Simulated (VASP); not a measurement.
## TiO2: single point with PBEsol+U

TiO2:

```
Ti O
1.0
     4.54535    0.00000    0.00000
     0.00000    5.51962    0.00000
     0.00000    0.00000    4.90920
Ti O
4 8
Direct
  0.00000 0.17299 0.75000
  0.50000 0.32701 0.25000
  0.00000 0.82701 0.25000
  0.50000 0.67299 0.75000
  0.27145 0.38172 0.91865
  0.77145 0.11828 0.08135
  0.22855 0.11828 0.41865
  0.72855 0.38172 0.58135
  0.27145 0.61828 0.41865
  0.77145 0.88172 0.58135
  0.22855 0.88172 0.91865
  0.72855 0.61828 0.08135
```

```
Program             : VASP 6.6.1
Task                : single point
Functional          : PBEsol
Potentials or basis : VASP PAW PBE potentials, release 64 (Ti_sv, O)
Cutoff              : 520 eV
k mesh              : 6 × 5 × 6
Occupations         : fermi-dirac, width 0.05 eV
Spin                : no spin polarisation
Hubbard terms       : Ti d U = 3.0 eV
```

The pressure is 3.6 GPa, the largest force is 0.397 eV/Å and the band gap on the k mesh is 2.91 eV (least direct gap 2.99 eV).

Forces on the atoms (eV/Å):
```
Ti   0.000 -0.397  0.000
Ti   0.000  0.397  0.000
Ti   0.000  0.397  0.000
Ti   0.000 -0.397  0.000
O    0.118  0.241  0.019
O    0.118 -0.241 -0.019
O   -0.118 -0.241  0.019
O   -0.118  0.241 -0.019
O    0.118 -0.241  0.019
O    0.118  0.241 -0.019
O   -0.118  0.241  0.019
O   -0.118 -0.241 -0.019
```

Stress tensor (GPa, compression positive):
```
4.15 0.00 0.00
0.00 2.56 0.00
0.00 0.00 4.02
```

Levels at points of the mesh, in eV from the valence-band top:
| k point | band 46 | band 47 | band 48 | band 49 | band 50 | band 51 |
| --- | --- | --- | --- | --- | --- | --- |
| (0.00, 0.00, 0.00) | -0.42 | -0.03 | 0.00 | 2.99 | 3.02 | 3.10 |
| (0.50, 0.00, 0.00) | -0.46 | -0.24 | -0.24 | 3.41 | 3.41 | 3.59 |
| (0.00, 0.00, 0.50) | -0.42 | -0.32 | -0.32 | 2.91 | 2.91 | 3.40 |
| (0.50, 0.00, 0.50) | -0.51 | -0.51 | -0.51 | 3.30 | 3.30 | 3.30 |

Eigenvalues of the final occupation matrices:
| site | spin | trace | eigenvalues |
| --- | --- | --- | --- |
| site 1 d | 1 | 0.83 | 0.10 0.10 0.12 0.25 0.26 |
| site 1 d | 2 | 0.83 | 0.10 0.10 0.12 0.25 0.26 |
| site 2 d | 1 | 0.83 | 0.10 0.10 0.12 0.25 0.26 |
| site 2 d | 2 | 0.83 | 0.10 0.10 0.12 0.25 0.26 |
| site 3 d | 1 | 0.83 | 0.10 0.10 0.12 0.25 0.26 |
| site 3 d | 2 | 0.83 | 0.10 0.10 0.12 0.25 0.26 |
| site 4 d | 1 | 0.83 | 0.10 0.10 0.12 0.25 0.26 |
| site 4 d | 2 | 0.83 | 0.10 0.10 0.12 0.25 0.26 |

Run time: 12 min on 1 thread of Oxide Virtual Turin-like Processor (shared host), peak memory 0.35 GiB.

Caveat: the cell stands under pressure; the PAW data sets were made with another functional, which shifts forces and pressure a little; an odd mesh through Γ misses points on the zone boundary, where band edges can lie.
